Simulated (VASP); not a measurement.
# ZrSe2 (P-3m1) in VASP: notebook, part 2 of 2

VASP 6.6.1.

## Step 4: Relaxation of the atoms, PBE+D3(BJ)

This run uses another cell than the first one, of 25.78 Å³/atom.

INCAR

```
ALGO     = Normal         # electronic algorithm
EDIFF    = 1E-7           # SCF threshold, eV
EDIFFG   = -0.01          # ionic threshold
ENCUT    = 450            # plane-wave cutoff, eV
GGA      = PE             # functional
GGA_COMPAT= False        
IBRION   = 2              # ionic algorithm
ISIF     = 2              # what is computed and relaxed
ISMEAR   = 0              # smearing method
IVDW     = 12             # dispersion correction
LASPH    = True           # aspherical terms in the spheres
LCHARG   = False          # write CHGCAR
LREAL    = False          # projectors in reciprocal space
LWAVE    = False          # write WAVECAR
NELM     = 120            # most SCF steps
NELMIN   = 4            
NSW      = 60             # ionic steps
PREC     = Accurate       # precision mode
SIGMA    = 0.1            # smearing width, eV
```

KPOINTS

```
k-points
0
Gamma
  12 12 8
```

POSCAR

```
ZrSe2
1.0
    3.7980000000      0.0000000000      0.0000000000
   -1.8990000000      3.2891644836      0.0000000000
    0.0000000000      0.0000000000      6.1920000000
Zr Se
1 2
Direct
    0.0000000000      0.0000000000      0.0000000000
    0.3333333333      0.6666666667      0.2500000000
    0.6666666667      0.3333333333      0.7500000000
```

Potentials or basis: VASP PAW PBE potentials, release 64 (Zr_sv, Se).

Run with:

```console
> cat potpaw_PBE.64/Zr_sv/POTCAR potpaw_PBE.64/Se/POTCAR > POTCAR
> mpirun -np 1 vasp_std > vasp.out
```

OUTCAR:

```text
EDIFF = 1E-7
   EDIFFG = -0.01
   ENCUT = 450
   GGA = PE
   IBRION = 2
   ISIF = 2
   ISMEAR = 0
   IVDW = 12
   LASPH = True
   LREAL = False
   NELM = 120
   NELMIN = 4
   NSW = 60
   PREC = Accurate
 IVDW          = 12

 ion  position               nearest neighbor table
   1  0.000  0.000  0.000-   2 2.68   3 2.68   3 2.68   2 2.68   3 2.68   2 2.68
   2  0.333  0.667  0.250-   1 2.68   1 2.68   1 2.68
   3  0.667  0.333  0.750-   1 2.68   1 2.68   1 2.68

  LATTYP: Found a hexagonal cell.
 ALAT       =     3.7980000000
 C/A-ratio  =     1.6303317536

  Lattice vectors:

 A1 = (   3.7980000000,   0.0000000000,   0.0000000000)
 A2 = (  -1.8990000000,   3.2891644836,   0.0000000000)
 A3 = (   0.0000000000,   0.0000000000,   6.1920000000)

Analysis of symmetry for initial positions (statically):
=====================================================================
 Subroutine PRICEL returns:
 Original cell was already a primitive cell.

 Routine SETGRP: Setting up the symmetry group for a
 hexagonal supercell.

 Subroutine GETGRP returns: Found 12 space group operations
 (whereof 12 operations were pure point group operations)
 out of a pool of 24 trial point group operations.

The static configuration has the point symmetry D_3d.

Analysis of symmetry for dynamics (positions and initial velocities):
=====================================================================
 Subroutine PRICEL returns:
 Original cell was already a primitive cell.

 Routine SETGRP: Setting up the symmetry group for a
 hexagonal supercell.

 Subroutine GETGRP returns: Found 12 space group operations
 (whereof 12 operations were pure point group operations)
 out of a pool of 24 trial point group operations.

The dynamic configuration has the point symmetry D_3d.

 Subroutine INISYM returns: Found 12 space group operations
 (whereof 12 operations are pure point group operations),
 and found     1 'primitive' translations

----------------------------------------------------------------------------------------

                                     Primitive cell

  volume of cell :      77.3520

[... 97 lines left out ...]
   ISYM   =      2    0-nonsym 1-usesym 2-fastsym
   POTIM  = 0.5000    time-step for ionic-motion
   TEBEG  =    0.0;   TEEND  =   0.0 temperature during run
   PSTRESS=    0.0 pullay stress
   NELECT =      24.0000    total number of electrons
   NUPDOWN=      -1.0000    fix difference up-down
   EMIN   =  10.00;   EMAX   =-10.00  energy-range for DOS
   EFERMI =   0.00;   METHOD = LEGACY
   ISMEAR =     0;   SIGMA  =   0.10  broadening in eV -4-tet -1-fermi 0-gaus
   EFERMI_NEDOS =   21; number of points for ismear=-14 and -15
   IALGO  =     38    algorithm
   IMIX   =      4    mixing-type and parameters
     AMIX     =   0.40;   BMIX     =  1.00
     AMIX_MAG =   1.60;   BMIX_MAG =  1.00
  volume/ion in A,a.u.               =      25.78       174.00
  Fermi-wavevector in a.u.,A,eV,Ry     =   1.108293  2.094371 16.712230  1.228314
  Thomas-Fermi vector in A             =   2.244819
   LORBIT       =      0    0 simple, 1 ext, 2 COOP (PROOUT), +10 PAW based schemes
   GGA     = PE    functional components
   LHFCALC =     F    Hartree Fock is set to
   AEXX    =    0.0000 exact exchange contribution
   IVDW    =    12    specifies the selected vdW correction
   LEPSILON=     F    determine dielectric tensor
   LRPA    =     F    only Hartree local field effects (RPA)
 conjugate gradient relaxation of ions
 non-spin polarized calculation
 Gauss-broadening in eV      SIGMA  =   0.10
  energy-cutoff  :      450.00
  volume of cell :       77.35
 maximum number of plane-waves:      1719
 NGX is ok and might be reduce to    28
   NGX = 13   NGY = 13   NGZ = 21

--------------------------------------- Ionic step        1  -------------------------------------------

 number of electron      24.0000002 magnetization

 Free energy of the ion-electron system (eV)
  ---------------------------------------------------
  ext. energy  EPLUGINS =         0.00000000
  ---------------------------------------------------
  free energy    TOTEN  =       -19.56847601 eV

  energy without entropy =      -19.56845924  energy(sigma->0) =      -19.56846762

------------------------ aborting loop because EDIFF is reached ----------------------------------------

 Edisp (eV)   -1.14257

 E8    (eV) :    -0.5144
[... 73 lines left out ...]
--------------------------------------- Ionic step        3  -------------------------------------------

 number of electron      24.0000000 magnetization

 Free energy of the ion-electron system (eV)
  ---------------------------------------------------
  ext. energy  EPLUGINS =         0.00000000
  ---------------------------------------------------
  free energy    TOTEN  =       -19.57742929 eV

  energy without entropy =      -19.57737100  energy(sigma->0) =      -19.57740015

 E-fermi :   4.4305     XC(G=0):  -9.4755

 val. band max:        4.2828213137   @ k =   0.0000   0.0000   0.0000
 cond. band min:       4.5766812185   @ k =   0.5000  -0.0000   0.5000
 fundamental gap:      0.2938599048
 Fermi energy:         4.4304834691

 k-point     1 :       0.0000    0.0000    0.0000
  band No.  band energies     occupation
      1     -45.2505      2.00000
      2     -23.2871      2.00000
      3     -23.1825      2.00000
      4     -23.1825      2.00000
      5      -8.9160      2.00000
      6      -7.6867      2.00000
[... 433 lines left out ...]
      3     -23.2274      2.00000
      4     -23.1922      2.00000
      5      -8.6568      2.00000
      6      -7.7375      2.00000
[... 8 lines left out ...]
     15       6.3438      0.00000
     16       8.0135      0.00000

 [... further k-points ...]

------------------------ aborting loop because EDIFF is reached ----------------------------------------

 Edisp (eV)   -1.14342

 E8    (eV) :    -0.5149
[... 26 lines left out ...]
  FREE ENERGIE OF THE ION-ELECTRON SYSTEM (eV)
  ---------------------------------------------------
  free  energy   TOTEN  =       -20.7208511189 eV

  energy  without entropy=      -20.7207928237  energy(sigma->0) =      -20.72082197

 reached required accuracy - stopping structural energy minimisation
```

Wall time 6.6 min (1 thread of Oxide Virtual Turin-like, shared host); peak memory 0.26 GiB.

What came out:

- Free energy: -20.7209 eV
- Energy gained by relaxing: 3.3 meV/atom
- Ionic steps: 3
- Pressure after relaxing: -1.9 GPa
- Largest force after relaxing: 0.005 eV/Å
- Band gap on the k mesh: 0.29 eV (least direct gap 1.04 eV)
- Dispersion energy per atom: -0.381 eV

Forces on the atoms (eV/Å):
```
Zr   0.000  0.000  0.000
Se   0.000  0.000 -0.005
Se   0.000  0.000  0.005
```

The path:
| step | energy change (eV) | largest force (eV/Å) | pressure (GPa) |
| --- | --- | --- | --- |
| 1 | 0.0000 | 0.3190 | -0.46 |
| 2 | -0.0073 | 0.1593 | -1.15 |
| 3 | -0.0098 | 0.0049 | -1.85 |

Final structure:
```yaml
crystal:
  lattice:
    - [3.79800, 0.00000, 0.00000]
    - [-1.89900, 3.28916, 0.00000]
    - [0.00000, 0.00000, 6.19200]
  atoms:
    - { symbol: Zr, position: [0.00000, 0.00000, 0.00000] }
    - { symbol: Se, position: [0.33333, 0.66667, 0.25508] }
    - { symbol: Se, position: [0.66667, 0.33333, 0.74492] }
```

Caveat: semilocal functionals underestimate gaps, and a narrow one can read as zero. A k mesh can miss the band edges.

## Step 5: Overview

```tsv
task	cell	k mesh	cutoff (eV)	gap on the mesh (eV)	pressure (GPa)	largest force (eV/Å)
relaxation of shape and atoms at fixed volume	relaxed from a = 3.773, b = 3.773, c = 6.096 Å, angles 90.0, 90.0, 120.0°, 3 atoms, atomic positions A	15 × 15 × 8	500	0.20	-0.9	0.01
relaxation of shape and atoms at fixed volume	relaxed from a = 3.793, b = 3.793, c = 6.209 Å, angles 90.0, 90.0, 120.0°, 3 atoms, atomic positions B	15 × 15 × 8	500	0.27	-1.5	0.01
relaxation of the atoms	atoms relaxed from a = 3.798, b = 3.798, c = 6.192 Å, angles 90.0, 90.0, 120.0°, 3 atoms, atomic positions C	12 × 12 × 8	450	0.29	-1.9	-
```

Alike in all rows: level PBE+D3(BJ); potentials or basis VASP PAW PBE potentials, release 64 (Zr_sv, Se); no spin polarisation; smearing gaussian 0.1 eV.

Caveats: semilocal functionals underestimate gaps, and a narrow one can read as zero.

Absolute energies hang on the potentials; compare differences alone.
